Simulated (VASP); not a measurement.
# KI (F-43m) in VASP: settings compared

The runs below take KI through single point, with LDA, r2SCAN, HSE06.

Program: VASP 6.6.1. These are calculated values, not measurements. Logs are shortened: lines on timing, memory, paths and dates and some standing lists are left out, and cuts for length are marked.

## Step 1: The cell of the first run

It takes space group F-43m (No. 216, cubic). Conventional cell: a = 7.932 Å, b = 7.932 Å, c = 7.932 Å, α = 90.00°, β = 90.00°, γ = 90.00°. K (site symmetry -43m) has 4 I at 3.43 Å within 4.5 Å. I (site symmetry -43m) has 4 K at 3.43 Å within 4.5 Å.

## Step 2: Single point, LDA

File INCAR:

```
SYSTEM = KI
ALGO = Normal ; EDIFF = 1E-6
ENCUT = 520 ; GGA = CA
ISIF = 2 ; ISMEAR = 0
LASPH = .TRUE. ; LCHARG = .FALSE.
LREAL = .FALSE. ; LWAVE = .FALSE.
NBANDS = 15 ; NELM = 100
PREC = Accurate ; SIGMA = 0.01
```

File KPOINTS:

```
k-points
0
G
  4 4 4
  0 0 0
```

File POSCAR:

```
KI
1.0
    0.0000000000      3.9658940644      3.9658940644
    3.9658940644      0.0000000000      3.9658940644
    3.9658940644      3.9658940644      0.0000000000
K I
1 1
Direct
    0.0000000000      0.0000000000      0.0000000000
    0.2500000000      0.2500000000      0.2500000000
```

Potentials or basis: VASP PAW LDA potentials, release 64 (K_sv, I).

On the command line:

```console
cat potpaw_LDA.64/K_sv/POTCAR potpaw_LDA.64/I/POTCAR > POTCAR
mpirun -np 1 vasp_std > vasp.out
```

OUTCAR:

```text
SYSTEM = KI
   EDIFF = 1E-6
   ENCUT = 520
   GGA = CA
   ISIF = 2
   ISMEAR = 0
   LASPH = .TRUE.
   LREAL = .FALSE.
   NELM = 100
   PREC = Accurate

 ion  position               nearest neighbor table
   1  0.000  0.000  0.000-   2 3.43   2 3.43   2 3.43   2 3.43
   2  0.250  0.250  0.250-   1 3.43   1 3.43   1 3.43   1 3.43

  LATTYP: Found a face centered cubic cell.
 ALAT       =     7.9317881288

  Lattice vectors:

 A1 = (   0.0000000000,   3.9658940644,   3.9658940644)
 A2 = (   3.9658940644,   0.0000000000,   3.9658940644)
 A3 = (   3.9658940644,   3.9658940644,   0.0000000000)

Analysis of symmetry for initial positions (statically):
=====================================================================
 Subroutine PRICEL returns:
 Original cell was already a primitive cell.

 Routine SETGRP: Setting up the symmetry group for a
 face centered cubic supercell.

 Subroutine GETGRP returns: Found 24 space group operations
 (whereof 24 operations were pure point group operations)
 out of a pool of 48 trial point group operations.

The static configuration has the point symmetry T_d .

Analysis of symmetry for dynamics (positions and initial velocities):
=====================================================================
 Subroutine PRICEL returns:
 Original cell was already a primitive cell.

 Routine SETGRP: Setting up the symmetry group for a
 face centered cubic supercell.

 Subroutine GETGRP returns: Found 24 space group operations
 (whereof 24 operations were pure point group operations)
 out of a pool of 48 trial point group operations.

The dynamic configuration has the point symmetry T_d .

 Subroutine INISYM returns: Found 24 space group operations
 (whereof 24 operations are pure point group operations),
 and found     1 'primitive' translations

----------------------------------------------------------------------------------------

                                     Primitive cell

  volume of cell :     124.7537

  direct lattice vectors                    reciprocal lattice vectors
     0.000000000  3.965894064  3.965894064    -0.126074976  0.126074976  0.126074976
     3.965894064  0.000000000  3.965894064     0.126074976 -0.126074976  0.126074976
     3.965894064  3.965894064  0.000000000     0.126074976  0.126074976 -0.126074976

  length of vectors
     5.608621173  5.608621173  5.608621173     0.218368264  0.218368264  0.218368264

  position of ions in fractional coordinates (direct lattice)
[... 71 lines left out ...]
   TEBEG  =    0.0;   TEEND  =   0.0 temperature during run
   PSTRESS=    0.0 pullay stress
   NELECT =      16.0000    total number of electrons
   NUPDOWN=      -1.0000    fix difference up-down
   EMIN   =  10.00;   EMAX   =-10.00  energy-range for DOS
   EFERMI =   0.00;   METHOD = LEGACY
   ISMEAR =     0;   SIGMA  =   0.01  broadening in eV -4-tet -1-fermi 0-gaus
   EFERMI_NEDOS =   21; number of points for ismear=-14 and -15
   IALGO  =     38    algorithm
   IMIX   =      4    mixing-type and parameters
     AMIX     =   0.40;   BMIX     =  1.00
     AMIX_MAG =   1.60;   BMIX_MAG =  1.00
  volume/ion in A,a.u.               =      62.38       420.94
  Fermi-wavevector in a.u.,A,eV,Ry     =   0.825589  1.560136  9.273685  0.681597
  Thomas-Fermi vector in A             =   1.937473
   LORBIT       =      0    0 simple, 1 ext, 2 COOP (PROOUT), +10 PAW based schemes
   GGA     = CA    functional components
   LHFCALC =     F    Hartree Fock is set to
   AEXX    =    0.0000 exact exchange contribution
   IVDW    =     0    specifies the selected vdW correction
   LEPSILON=     F    determine dielectric tensor
   LRPA    =     F    only Hartree local field effects (RPA)
 non-spin polarized calculation
 Gauss-broadening in eV      SIGMA  =   0.01
  energy-cutoff  :      520.00
  volume of cell :      124.75
 maximum number of plane-waves:      3383
 NGX is ok and might be reduce to    42
   NGX = 21   NGY = 21   NGZ = 21

 number of electron      16.0000003 magnetization

 Free energy of the ion-electron system (eV)
  ---------------------------------------------------
  ext. energy  EPLUGINS =         0.00000000
  ---------------------------------------------------
  free energy    TOTEN  =        -5.79950246 eV

  energy without entropy =       -5.79950246  energy(sigma->0) =       -5.79950246

 E-fermi :  -2.2739     XC(G=0):  -6.1604

 val. band max:       -2.4029013791   @ k =   0.0000   0.0000   0.0000
 cond. band min:       1.2510278376   @ k =   0.0000   0.0000   0.0000
 fundamental gap:      3.6539292167
 Fermi energy:        -2.2738674423

 k-point     1 :       0.0000    0.0000    0.0000
  band No.  band energies     occupation
      1     -30.5116      2.00000
      2     -14.2416      2.00000
      3     -14.2416      2.00000
      4     -14.2416      2.00000
      5     -12.4717      2.00000
      6      -2.4029      2.00000
      7      -2.4029      2.00000
      8      -2.4029      2.00000
      9       1.2510      0.00000
     10       4.9747      0.00000
     11       4.9747      0.00000
     12       5.5920      0.00000
     13       5.5920      0.00000
     14       5.5920      0.00000
[... 113 lines left out ...]
      2     -14.3173      2.00000
      3     -14.2520      2.00000
      4     -14.2493      2.00000
      5     -12.3311      2.00000
      6      -2.7356      2.00000
      7      -2.6597      2.00000
      8      -2.4736      2.00000
      9       2.9779      0.00000
     10       3.8627      0.00000
     11       4.7971      0.00000
     12       4.9838      0.00000
     13       5.7889      0.00000
     14       6.2093      0.00000
     15       6.5823      0.00000

------------------------ aborting loop because EDIFF is reached ----------------------------------------

  FORCE on cell =-STRESS in cart. coord.  units (eV):
  Direction    XX          YY          ZZ          XY          YZ          ZX
  --------------------------------------------------------------------------------------
  -------------------------------------------------------------------------------------
  Total       -0.6233681     -0.6233681     -0.6233681     -0.0000000      0.0000000     -0.0000000
  in kB       -8.0057467     -8.0057467     -8.0057467     -0.0000000      0.0000000     -0.0000000
  external PRESSURE =      -8.0057467 kB  Pullay stress =       0.0000000 kB

 VOLUME and BASIS-vectors are now :
 -----------------------------------------------------------------------------
  energy-cutoff  :      520.00
  volume of cell :      124.75
      direct lattice vectors                 reciprocal lattice vectors
     0.000000000  3.965894064  3.965894064    -0.126074976  0.126074976  0.126074976
     3.965894064  0.000000000  3.965894064     0.126074976 -0.126074976  0.126074976
     3.965894064  3.965894064  0.000000000     0.126074976  0.126074976 -0.126074976

 POSITION                                       TOTAL-FORCE (eV/Angst)
 -----------------------------------------------------------------------------------
      0.00000      0.00000      0.00000         0.000000      0.000000      0.000000
      1.98295      1.98295      1.98295        -0.000000     -0.000000     -0.000000
 -----------------------------------------------------------------------------------
    total drift:                                0.000000      0.000000      0.000000

  FREE ENERGIE OF THE ION-ELECTRON SYSTEM (eV)
  ---------------------------------------------------
  free  energy   TOTEN  =        -5.7995024568 eV

  energy  without entropy=       -5.7995024568  energy(sigma->0) =       -5.79950246
```

It took 10 s on 1 thread of Intel Xeon Platinum 8488C (Sapphire Rapids), shared host; peak memory 0.2 GiB.

Results:

| Property | Result |
| --- | --- |
| Free energy | -5.7995 eV |
| Pressure | -0.8 GPa |
| Band gap on the k mesh | 3.65 eV, direct |

Levels at points of the mesh, in eV from the valence-band top:
| k point | band 4 | band 5 | band 6 | band 7 | band 8 | band 9 | band 10 | band 11 | band 12 | band 13 |
| --- | --- | --- | --- | --- | --- | --- | --- | --- | --- | --- |
| (0.00, 0.00, 0.00) | -11.84 | -10.07 | 0.00 | 0.00 | 0.00 | 3.65 | 7.38 | 7.38 | 7.99 | 7.99 |
| (0.50, 0.00, 0.00) | -11.84 | -9.96 | -0.49 | -0.01 | -0.01 | 5.42 | 6.26 | 6.93 | 6.93 | 8.30 |
| (0.50, 0.50, 0.00) | -11.85 | -9.93 | -0.51 | -0.06 | -0.06 | 5.06 | 6.04 | 7.65 | 8.18 | 8.18 |

Caveat: spin-orbit coupling is left out, which moves the levels of the heavy elements.

## Step 3: Single point, r2SCAN

POSCAR is that of step 2.

File INCAR.step1:

```
PREC = Accurate ; ENCUT = 520
ISMEAR = 0 ; SIGMA = 0.01
LREAL = F ; LASPH = T
NELM = 60 ; NBANDS = 15
GGA = PE ; ALGO = Normal
EDIFF = 1E-4 ; LWAVE = T
LCHARG = F
```

File INCAR.step2:

```
PREC = Accurate ; ENCUT = 520
EDIFF = 1E-6 ; ISMEAR = 0
SIGMA = 0.01 ; LREAL = F
LASPH = T ; NELM = 60
ALGO = Normal ; ISIF = 2
LWAVE = F ; LCHARG = T
METAGGA = R2SCAN ; LMIXTAU = T
LELF = T ; LVHAR = T
NBANDS = 15 ; ISTART = 1
```

File KPOINTS:

```
Automatic mesh
0
Gamma
  4 4 4
```

Potentials or basis: VASP PAW PBE potentials, release 64 (K_sv, I).

On the command line:

```console
cat potpaw_PBE.64/K_sv/POTCAR potpaw_PBE.64/I/POTCAR > POTCAR
cp INCAR.step1 INCAR
mpirun -np 1 vasp_std > vasp.out
cp INCAR.step2 INCAR
mpirun -np 1 vasp_std > vasp.out
```

Run time: 48 s. Hardware: 1 thread of Intel Xeon Platinum 8488C (Sapphire Rapids), shared host; peak memory 0.28 GiB.

Results (log left out):

```yaml
Free_energy: -33.7138 eV
Pressure: 0.0 GPa
Band_gap_on_the_k_mesh: 4.47 eV, direct
```

Levels at points of the mesh, in eV from the valence-band top:
```csv
k point,band 6,band 7,band 8,band 9,band 10,band 11
"(0.00, 0.00, 0.00)",0.00,0.00,0.00,4.47,8.19,8.19
"(0.50, 0.00, 0.00)",-0.45,-0.01,-0.01,6.29,6.97,7.71
"(0.50, 0.50, 0.00)",-0.47,-0.06,-0.06,5.69,6.84,8.73
```

Caveat: the PAW data sets were made with another functional, which shifts forces and pressure a little; spin-orbit coupling is left out, which moves the levels of the heavy elements.

## Step 4: Single point, HSE06

POSCAR is that of step 3.

File INCAR.step1:

```
SYSTEM = KI
PREC     = Accurate       ! precision mode
ENCUT    = 520            ! plane-wave cutoff, eV
EDIFF    = 1E-5           ! SCF threshold, eV
ISMEAR   = 0              ! smearing method
SIGMA    = 0.01           ! smearing width, eV
LREAL    = .False.        ! projectors in reciprocal space
LASPH    = .True.         ! aspherical terms in the spheres
NELM     = 80             ! most SCF steps
ALGO     = Normal         ! electronic algorithm
ISIF     = 2              ! what is computed and relaxed
LWAVE    = .True.         ! write WAVECAR
LCHARG   = .False.        ! write CHGCAR
GGA      = PE             ! functional
NBANDS   = 15             ! bands
```

File INCAR.step2:

```
SYSTEM = KI
PREC     = Accurate       ! precision mode
ENCUT    = 520            ! plane-wave cutoff, eV
EDIFF    = 1E-7           ! SCF threshold, eV
ISMEAR   = 0              ! smearing method
SIGMA    = 0.01           ! smearing width, eV
LREAL    = .False.        ! projectors in reciprocal space
LASPH    = .True.         ! aspherical terms in the spheres
NELM     = 80             ! most SCF steps
ALGO     = Normal         ! electronic algorithm
ISIF     = 2              ! what is computed and relaxed
LWAVE    = .False.        ! write WAVECAR
LCHARG   = .False.        ! write CHGCAR
GGA      = PE             ! functional
LHFCALC  = .True.         ! exact exchange
HFSCREEN = 0.2079         ! screening, 1/A
PRECFOCK = Normal       
ISTART   = 1            
NBANDS   = 15             ! bands
```

File KPOINTS:

```
Automatic mesh
0
Gamma
  4 4 4
  0 0 0
```

On the command line:

```console
cat potpaw_PBE.64/K_sv/POTCAR potpaw_PBE.64/I/POTCAR > POTCAR
cp INCAR.step1 INCAR
mpirun -np 1 vasp_std > vasp.out
cp INCAR.step2 INCAR
mpirun -np 1 vasp_std > vasp.out
```

Wall time 6.9 min (1 thread of Intel Xeon Platinum 8488C (Sapphire Rapids), shared host); peak memory 0.39 GiB.

It converged, with:

| Item | Value |
| --- | --- |
| Free energy | -6.2138 eV |
| Pressure | 0.1 GPa |
| Band gap on the k mesh | 4.88 eV, direct |

Levels at points of the mesh, in eV from the valence-band top:
```csv
k point,band 6,band 7,band 8,band 9,band 10,band 11
"(0.00, 0.00, 0.00)",0.00,0.00,0.00,4.88,8.78,8.78
"(0.50, 0.00, 0.00)",-0.48,-0.01,-0.01,6.66,7.50,8.22
"(0.50, 0.50, 0.00)",-0.50,-0.07,-0.07,6.23,7.29,9.04
```

Caveat: the PAW data sets were made with another functional, which shifts forces and pressure a little; spin-orbit coupling is left out, which moves the levels of the heavy elements.

## Step 5: Overview

```tsv
level	potentials or basis	grid for exact exchange (PRECFOCK)	screening parameter	gap on the mesh (eV)	pressure (GPa)
LDA	VASP PAW LDA potentials, release 64 (K_sv, I)	-	-	3.65	-0.8
r2SCAN	VASP PAW PBE potentials, release 64 (K_sv, I)	-	-	4.47	0.0
HSE06	VASP PAW PBE potentials, release 64 (K_sv, I)	Normal	0.2079 1/Å	4.88	0.1
```

Alike in all rows: task single point; no spin polarisation; cell as given; k mesh 4 × 4 × 4; cutoff (eV) 520; smearing gaussian 0.01 eV.

Caveats: spin-orbit coupling is left out, which moves the levels of the heavy elements; the PAW data sets were made with another functional, which shifts forces and pressure a little (some runs).

Total energies depend on the potentials used, so only differences within one code and one set of settings carry meaning.
